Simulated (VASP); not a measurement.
# Mg (a cell with a defect) in VASP: a series of runs

Runs on Mg (a cell with a defect). Level: LDA. Tasks: single point.

Program: VASP 6.6.1. These are calculated values, not measurements. Logs are shortened: lines on timing, memory, paths and dates and some standing lists are left out, and cuts for length are marked.

## Step 1: The cell of the first run

The cell holds a defect, 15 atoms: a = 6.472 Å, b = 6.472 Å, c = 10.507 Å, α = 90.00°, β = 90.00°, γ = 120.00°.

## Step 2: Single point, LDA

Input file INCAR:

```
PREC = Accurate ; ENCUT = 520
EDIFF = 1E-6 ; ISMEAR = 1
SIGMA = 0.15 ; LREAL = Auto
LASPH = True ; NELM = 60
ALGO = Normal ; ISIF = 2
LWAVE = False ; LCHARG = False
GGA = CA ; NBANDS = 28
```

Input file KPOINTS:

```
Automatic mesh
0
Gamma
  3 3 2
```

Input file POSCAR:

```
Mg
1.0
    6.4717679400      0.0000058300      0.0000000000
   -3.2358890100      5.6047125300      0.0000000000
    0.0000000000      0.0000000000     10.5070756600
Mg
15
Direct
    0.1811777974      0.3556517722      0.1294347775
    0.3351869638      0.1701641326      0.3763511493
    0.1580860401      0.3227348537      0.6249798909
    0.3265431663      0.1528524597      0.8774304381
    0.1737119276      0.8471039258      0.1229563812
    0.3378736423      0.6747236384      0.3744096956
    0.1634382646      0.8267160934      0.6275592004
    0.3208143024      0.6514032807      0.8699228306
    0.6748418734      0.3556039770      0.1294162186
    0.8339348573      0.1676639316      0.3721811022
    0.6648209434      0.3227594840      0.6249675183
    0.6956649129      0.8909659358      0.0882665196
    0.8369965518      0.6747457787      0.3743790496
    0.6668307604      0.8335053916      0.6236822892
    0.8307892350      0.6514111361      0.8699128374
```

Potentials or basis: VASP PAW LDA potentials, release 64 (Mg).

The run is started by

```
> cat potpaw_LDA.64/Mg/POTCAR > POTCAR
> mpirun -np 1 vasp_std > vasp.out
```

OUTCAR:

```text
PREC = Accurate
   ENCUT = 520
   EDIFF = 1E-6
   ISMEAR = 1
   LREAL = Auto
   LASPH = True
   NELM = 60
   ISIF = 2
   GGA = CA

 ion  position               nearest neighbor table
   1  0.181  0.356  0.129-  12 3.11   6 3.13   8 3.19   9 3.20   5 3.21  10 3.21   2 3.22   5 3.27
                             9 3.28   4 3.29  12 3.43
   2  0.335  0.170  0.376-  11 3.20   3 3.20   6 3.22  13 3.22   1 3.22   9 3.22   5 3.22  10 3.24
                            10 3.24  13 3.26   6 3.26   7 3.27
   3  0.158  0.323  0.625-   8 3.16  14 3.17  11 3.19   2 3.20  10 3.22   7 3.23   7 3.24   4 3.26
                            11 3.28   6 3.29  14 3.30
   4  0.327  0.153  0.877-   5 3.10   7 3.20   8 3.23  15 3.23  15 3.25   8 3.25  11 3.26   3 3.26
                             1 3.29   9 3.29
   5  0.174  0.847  0.123-   4 3.10   9 3.21   1 3.21   2 3.22   6 3.25  13 3.25  12 3.27  12 3.27
                             9 3.27   1 3.27   8 3.28  15 3.28
   6  0.338  0.675  0.374-   1 3.13  10 3.20  14 3.20   2 3.22   7 3.23  13 3.23  13 3.24   5 3.25
                             2 3.26  10 3.27   3 3.29  12 3.62
   7  0.163  0.827  0.628-  15 3.16   8 3.16   4 3.20   3 3.23  11 3.23   6 3.23  13 3.23  14 3.24
                            14 3.24  11 3.24   3 3.24   2 3.27
   8  0.321  0.651  0.870-  12 3.13   7 3.16   3 3.16  15 3.17   1 3.19   4 3.23  14 3.23   4 3.25
                             5 3.28  15 3.30
   9  0.675  0.356  0.129-  12 3.11  13 3.13  15 3.19   1 3.20   5 3.21  10 3.21   2 3.22   5 3.27
                             1 3.28   4 3.29  12 3.43
  10  0.834  0.168  0.372-  13 3.20   6 3.20   9 3.21   1 3.21   3 3.22  11 3.22   2 3.24   2 3.24
                            14 3.24   6 3.27  13 3.27  12 3.36
  11  0.665  0.323  0.625-  15 3.16  14 3.17   3 3.19   2 3.20  10 3.22   7 3.23   7 3.24   4 3.26
                             3 3.28  13 3.29  14 3.30
  12  0.696  0.891  0.088-   9 3.11   1 3.11  15 3.13   8 3.13   5 3.27   5 3.27  10 3.36   1 3.43
                             9 3.43  13 3.62   6 3.62
  13  0.837  0.675  0.374-   9 3.13  10 3.20  14 3.20   2 3.22   7 3.23   6 3.23   6 3.24   5 3.25
                             2 3.26  10 3.27  11 3.29  12 3.62
  14  0.667  0.834  0.624-   3 3.17  11 3.17   6 3.20  13 3.20   8 3.23  15 3.23   7 3.24   7 3.24
                            10 3.24  11 3.30   3 3.30
  15  0.831  0.651  0.870-  12 3.13   7 3.16  11 3.16   8 3.17   9 3.19   4 3.23  14 3.23   4 3.25
                             5 3.28   8 3.30

  LATTYP: Found a hexagonal cell.
 ALAT       =     6.4717679400
 C/A-ratio  =     1.6235247860

  Lattice vectors:

 A1 = (   6.4717679400,   0.0000058300,   0.0000000000)
 A2 = (  -3.2358890100,   5.6047125300,   0.0000000000)
 A3 = (   0.0000000000,   0.0000000000,  10.5070756600)

Analysis of symmetry for initial positions (statically):
=====================================================================
 Subroutine PRICEL returns:
 Original cell was already a primitive cell.

 Routine SETGRP: Setting up the symmetry group for a
 hexagonal supercell.

 Subroutine GETGRP returns: Found  1 space group operations
 (whereof  1 operations were pure point group operations)
 out of a pool of 24 trial point group operations.

The static configuration has the point symmetry C_1 .

Analysis of symmetry for dynamics (positions and initial velocities):
=====================================================================
 Subroutine PRICEL returns:
 Original cell was already a primitive cell.

 Routine SETGRP: Setting up the symmetry group for a
 hexagonal supercell.

 Subroutine GETGRP returns: Found  1 space group operations
 (whereof  1 operations were pure point group operations)
 out of a pool of 24 trial point group operations.

The dynamic configuration has the point symmetry C_1 .

 Subroutine INISYM returns: Found  1 space group operations
 (whereof  1 operations are pure point group operations),
 and found     1 'primitive' translations

----------------------------------------------------------------------------------------

                                     Primitive cell

  volume of cell :     381.1170

  direct lattice vectors                    reciprocal lattice vectors
     6.471767940  0.000005830  0.000000000     0.154517203  0.089210734  0.000000000
    -3.235889010  5.604712530  0.000000000    -0.000000161  0.178421190  0.000000000
     0.000000000  0.000000000 10.507075660     0.000000000  0.000000000  0.095173960

  length of vectors
     6.471767940  6.471767937 10.507075660     0.178421190  0.178421190  0.095173960

  position of ions in fractional coordinates (direct lattice)
     0.181177797  0.355651772  0.129434778
     0.335186964  0.170164133  0.376351149
     0.158086040  0.322734854  0.624979891
     0.326543166  0.152852460  0.877430438
     0.173711928  0.847103926  0.122956381
     0.337873642  0.674723638  0.374409696
     0.163438265  0.826716093  0.627559200
     0.320814302  0.651403281  0.869922831
     0.674841873  0.355603977  0.129416219
     0.833934857  0.167663932  0.372181102
     0.664820943  0.322759484  0.624967518
     0.695664913  0.890965936  0.088266520
     0.836996552  0.674745779  0.374379050
     0.666830760  0.833505392  0.623682289
     0.830789235  0.651411136  0.869912837

  ion indices of the primitive-cell ions
   primitive index   ion index
                 1           1
                 2           2
                 3           3
                 4           4
                 5           5
                 6           6
                 7           7
                 8           8
                 9           9
                10          10
                11          11
                12          12
                13          13
                14          14
                15          15

----------------------------------------------------------------------------------------

 KPOINTS: Automatic mesh

Automatic generation of k-mesh.
 Grid dimensions read from file:
 generate k-points for:    3    3    2

 Generating k-lattice:

  Cartesian coordinates                     Fractional coordinates (reciprocal lattice)
     0.051505734  0.029736911  0.000000000     0.333333333  0.000000000  0.000000000
    -0.000000054  0.059473730  0.000000000     0.000000000  0.333333333  0.000000000
     0.000000000  0.000000000  0.047586980     0.000000000  0.000000000  0.500000000

  Length of vectors
     0.059473730  0.059473730  0.047586980

  Shift w.r.t. Gamma in fractional coordinates (k-lattice)
     0.000000000  0.000000000  0.000000000

 Subroutine IBZKPT returns following result:
 ===========================================

 Found     10 irreducible k-points:

 Following reciprocal coordinates:
            Coordinates               Weight
  0.000000  0.000000  0.000000      1.000000
  0.333333 -0.000000  0.000000      2.000000
 -0.000000  0.333333  0.000000      2.000000
 -0.333333  0.333333  0.000000      2.000000
  0.333333  0.333333  0.000000      2.000000
  0.000000  0.000000  0.500000      1.000000
  0.333333 -0.000000  0.500000      2.000000
 -0.000000  0.333333  0.500000      2.000000
 -0.333333  0.333333  0.500000      2.000000
  0.333333  0.333333  0.500000      2.000000
   k-points           NKPTS =     10   k-points in BZ     NKDIM =     10   number of bands    NBANDS=     28
   number of dos      NEDOS =    301   number of ions     NIONS =     15
   total plane-waves  NPLWV = 184320
   dimension x,y,z NGX =    48 NGY =   48 NGZ =   80
   dimension x,y,z NGXF=    96 NGYF=   96 NGZF=  160
   ions per type =              15
   NGX,Y,Z   is equivalent  to a cutoff of  12.33, 12.33, 12.66 a.u.
   NGXF,Y,Z  is equivalent  to a cutoff of  24.66, 24.66, 25.32 a.u.
 SYSTEM =  unknown system
   PREC   = accura    normal or accurate (medium, high low for compatibility)
   ISTART =      0    job   : 0-new  1-cont  2-samecut
   ICHARG =      2    charge: 1-file 2-atom 10-const
   ISPIN  =      1    spin polarized calculation?
   LNONCOLLINEAR =      F non collinear calculations
   LSORBIT =      F    spin-orbit coupling
   LASPH  =      T    aspherical Exc in radial PAW
   ENCUT  =  520.0 eV  38.22 Ry    6.18 a.u.  12.03 12.03 19.54*2*pi/ulx,y,z
   NELM   =     60;   NELMIN=  2; NELMDL= -5     # of ELM steps
   EDIFF  = 0.1E-05   stopping-criterion for ELM
   LREAL  =      T    real-space projection
   EDIFFG = 0.1E-04   stopping-criterion for IOM
   NSW    =      0    number of steps for IOM
   IBRION =     -1    ionic relax: 0-MD 1-quasi-New 2-CG
   NFREE  =      0    steps in history (QN), initial steepest desc. (CG)
   ISIF   =      2    stress and relaxation
   ISYM   =      2    0-nonsym 1-usesym 2-fastsym
   POTIM  = 0.5000    time-step for ionic-motion
   TEBEG  =    0.0;   TEEND  =   0.0 temperature during run
   PSTRESS=    0.0 pullay stress
   NELECT =      30.0000    total number of electrons
   NUPDOWN=      -1.0000    fix difference up-down
   EMIN   =  10.00;   EMAX   =-10.00  energy-range for DOS
   EFERMI =   0.00;   METHOD = LEGACY
   ISMEAR =     1;   SIGMA  =   0.15  broadening in eV -4-tet -1-fermi 0-gaus
   EFERMI_NEDOS =   21; number of points for ismear=-14 and -15
   IALGO  =     38    algorithm
   IMIX   =      4    mixing-type and parameters
     AMIX     =   0.40;   BMIX     =  1.00
     AMIX_MAG =   1.60;   BMIX_MAG =  1.00
  volume/ion in A,a.u.               =      25.41       171.46
  Fermi-wavevector in a.u.,A,eV,Ry     =   0.701610  1.325851  6.697558  0.492257
  Thomas-Fermi vector in A             =   1.786084
   LORBIT       =      0    0 simple, 1 ext, 2 COOP (PROOUT), +10 PAW based schemes
   GGA     = CA    functional components
   LHFCALC =     F    Hartree Fock is set to
   AEXX    =    0.0000 exact exchange contribution
   IVDW    =     0    specifies the selected vdW correction
   LEPSILON=     F    determine dielectric tensor
   LRPA    =     F    only Hartree local field effects (RPA)
 non-spin polarized calculation
 Methfessel and Paxton  Order N= 1 SIGMA  =   0.15
  energy-cutoff  :      520.00
  volume of cell :      381.12
 maximum number of plane-waves:     10314
   NGX = 25   NGY = 25   NGZ = 39

 number of electron      30.0000000 magnetization

 Free energy of the ion-electron system (eV)
  ---------------------------------------------------
  ext. energy  EPLUGINS =         0.00000000
  ---------------------------------------------------
  free energy    TOTEN  =       -25.12011404 eV

  energy without entropy =      -25.12469485  energy(sigma->0) =      -25.12164098

 E-fermi :   1.9871     XC(G=0):  -8.3192

 val. band max:        1.9617426864   @ k =   0.3333   0.3333   0.0000
 cond. band min:       2.0739153724   @ k =  -0.3333   0.3333   0.0000
 fundamental gap:      0.1121726860
 Fermi energy:         1.9871082686

 k-point     1 :       0.0000    0.0000    0.0000
  band No.  band energies     occupation
      1      -4.6227      2.00000
      2      -3.3651      2.00000
      3      -3.1111      2.00000
      4      -0.1112      2.00000
      5      -0.0735      2.00000
      6      -0.0666      2.00000
[... 19 lines left out ...]
     26       4.8312     -0.00000
     27       5.2316      0.00000
[... 241 lines left out ...]
 k-point    10 :       0.3333    0.3333    0.5000
  band No.  band energies     occupation
      1      -2.8714      2.00000
      2      -2.8371      2.00000
      3      -2.7974      2.00000
      4      -2.7651      2.00000
      5      -2.6880      2.00000
      6      -2.1408      2.00000
[... 19 lines left out ...]
     26       4.8860     -0.00000
     27       4.9628     -0.00000
 [bands above 27 left out]

------------------------ aborting loop because EDIFF is reached ----------------------------------------

  FORCE on cell =-STRESS in cart. coord.  units (eV):
  Direction    XX          YY          ZZ          XY          YZ          ZX
  --------------------------------------------------------------------------------------
  -------------------------------------------------------------------------------------
  Total      -10.3948852     -9.4099344     -5.3649652     -0.0019661      0.8689508      0.0005874
  in kB      -43.6990418    -39.5584089    -22.5537688     -0.0082652      3.6529809      0.0024693
  external PRESSURE =     -35.2704065 kB  Pullay stress =       0.0000000 kB

 VOLUME and BASIS-vectors are now :
 -----------------------------------------------------------------------------
  energy-cutoff  :      520.00
  volume of cell :      381.12
      direct lattice vectors                 reciprocal lattice vectors
     6.471767940  0.000005830  0.000000000     0.154517203  0.089210734  0.000000000
    -3.235889010  5.604712530  0.000000000    -0.000000161  0.178421190  0.000000000
     0.000000000  0.000000000 10.507075660     0.000000000  0.000000000  0.095173960

 POSITION                                       TOTAL-FORCE (eV/Angst)
 -----------------------------------------------------------------------------------
      0.02169      1.99333      1.35998        -0.010599     -0.010933     -0.033605
      1.61862      0.95372      3.95435        -0.000120      0.004992     -0.010262
     -0.02124      1.80884      6.56671        -0.000236      0.018543     -0.007640
      1.61870      0.85670      9.21923        -0.000113      0.030689     -0.029502
     -1.61691      4.74777      1.29191         0.000029     -0.009225     -0.003591
      0.00331      3.78163      3.93395        -0.004977      0.006208     -0.022257
     -1.61743      4.63351      6.59381         0.000135      0.007617     -0.006565
     -0.03163      3.65093      9.14034         0.010938      0.028706     -0.007530
      3.21672      1.99306      1.35979         0.009995     -0.010470     -0.033756
      4.85449      0.93971      3.91054        -0.000000      0.016854     -0.023757
      3.25815      1.80898      6.56658         0.000418      0.018477     -0.007676
      1.61912      4.99361      0.92742        -0.000240     -0.139100      0.224276
      3.23344      3.78176      3.93363         0.005285      0.005984     -0.022116
      1.61844      4.67156      6.55308         0.000162      0.003030     -0.008236
      3.26878      3.65098      9.14024        -0.010677      0.028628     -0.007782
 -----------------------------------------------------------------------------------
    total drift:                               -0.000060      0.000295      0.000544

  FREE ENERGIE OF THE ION-ELECTRON SYSTEM (eV)
  ---------------------------------------------------
  free  energy   TOTEN  =       -25.1201140418 eV

  energy  without entropy=      -25.1246948527  energy(sigma->0) =      -25.12164098
```

Wall time 90 s (1 thread of Intel Xeon Platinum 8488C (Sapphire Rapids), shared host); peak memory 0.34 GiB.

Results:

```yaml
Free_energy: -25.1201 eV
Pressure: -3.5 GPa
Largest_force: 0.264 eV/Å
Band_gap_on_the_k_mesh: zero (band 15 reaches 2.10 eV, above the bottom of band 16 at 1.04 eV)
```

Forces in eV/Å, atoms in the order of the input:
```
Mg  -0.011 -0.011 -0.034
Mg   0.000  0.005 -0.010
Mg   0.000  0.019 -0.008
Mg   0.000  0.031 -0.030
Mg   0.000 -0.009 -0.004
Mg  -0.005  0.006 -0.022
Mg   0.000  0.008 -0.007
Mg   0.011  0.029 -0.008
Mg   0.010 -0.010 -0.034
Mg   0.000  0.017 -0.024
Mg   0.000  0.018 -0.008
Mg   0.000 -0.139  0.224
Mg   0.005  0.006 -0.022
Mg   0.000  0.003 -0.008
Mg  -0.011  0.029 -0.008
```

Caveat: the k points lie up to 0.37 Å⁻¹ apart.

## Step 3: Single point, LDA

Input file INCAR:

```
SYSTEM = Mg
ALGO = Normal ; EDIFF = 1E-6
ENCUT = 520 ; GGA = CA
ISIF = 2 ; ISMEAR = 1
LASPH = .TRUE. ; LCHARG = .FALSE.
LREAL = Auto ; LWAVE = .FALSE.
NBANDS = 28 ; NELM = 100
PREC = Accurate ; SIGMA = 0.15
```

Input file KPOINTS:

```
k-points
0
G
  3 3 2
  0 0 0
```

Input file POSCAR:

```
Mg
1.0
    6.4717679400      0.0000058300      0.0000000000
   -3.2358890100      5.6047125300      0.0000000000
    0.0000000000      0.0000000000     10.5070756600
Mg
15
Direct
    0.1900248257      0.3657200760      0.1323731783
    0.3365029611      0.1728659647      0.3759386653
    0.1582682809      0.3208755253      0.6241632984
    0.3236795758      0.1472127444      0.8778549140
    0.1765589321      0.8528581877      0.1237554618
    0.3393083951      0.6773218076      0.3760082375
    0.1629172746      0.8257560090      0.6266966388
    0.3131759892      0.6407053270      0.8669977542
    0.6760333873      0.3656371398      0.1323656596
    0.8331309924      0.1661232646      0.3720628961
    0.6627078310      0.3209001580      0.6241568265
    0.7228705165      0.9454391741      0.0450347000
    0.8380615484      0.6773532262      0.3759679789
    0.6669487484      0.8338158446      0.6244092279
    0.8276254992      0.6407049703      0.8669893789
```

Potentials or basis: VASP PAW LDA potentials, release 64 (Mg).

The run is started by

```
> cat potpaw_LDA.64/Mg/POTCAR > POTCAR
> mpirun -np 1 vasp_std > vasp.out
```

It took 92 s on 1 thread of Intel Xeon Platinum 8488C (Sapphire Rapids), shared host; peak memory 0.33 GiB.

The run converged. Its results:

| Item | Value |
| --- | --- |
| Free energy | -24.9549 eV |
| Pressure | -3.4 GPa |
| Largest force | 0.268 eV/Å |
| Band gap on the k mesh | zero (band 15 reaches 2.18 eV, above the bottom of band 16 at 0.97 eV) |

Forces in eV/Å, atoms in the order of the input:
```
Mg  -0.001  0.029 -0.021
Mg   0.000  0.011 -0.006
Mg   0.000  0.011 -0.011
Mg   0.000  0.014 -0.040
Mg   0.000 -0.002  0.017
Mg  -0.004  0.006 -0.015
Mg   0.000 -0.001 -0.002
Mg   0.003  0.009 -0.025
Mg   0.000  0.029 -0.021
Mg   0.000  0.005 -0.048
Mg   0.001  0.011 -0.011
Mg   0.000 -0.140  0.228
Mg   0.004  0.006 -0.014
Mg   0.000  0.004 -0.005
Mg  -0.002  0.008 -0.026
```

Stress tensor (GPa, compression positive):
```
-4.45  0.00  0.00
 0.00 -3.74  0.81
 0.00  0.81 -2.02
```

Levels at points of the mesh, in eV from the Fermi level:
```csv
k point,band 11,band 12,band 13,band 14,band 15,band 16,band 17,band 18,band 19,band 20
"(0.00, 0.00, 0.00)",-1.18,-1.10,-0.97,-0.92,-0.72,-0.63,-0.58,-0.53,-0.44,-0.33
"(0.00, 0.00, 0.50)",-1.62,-1.55,-1.50,-1.26,-1.21,-1.03,0.79,0.81,0.84,0.88
```

Caveat: the k points lie up to 0.37 Å⁻¹ apart.
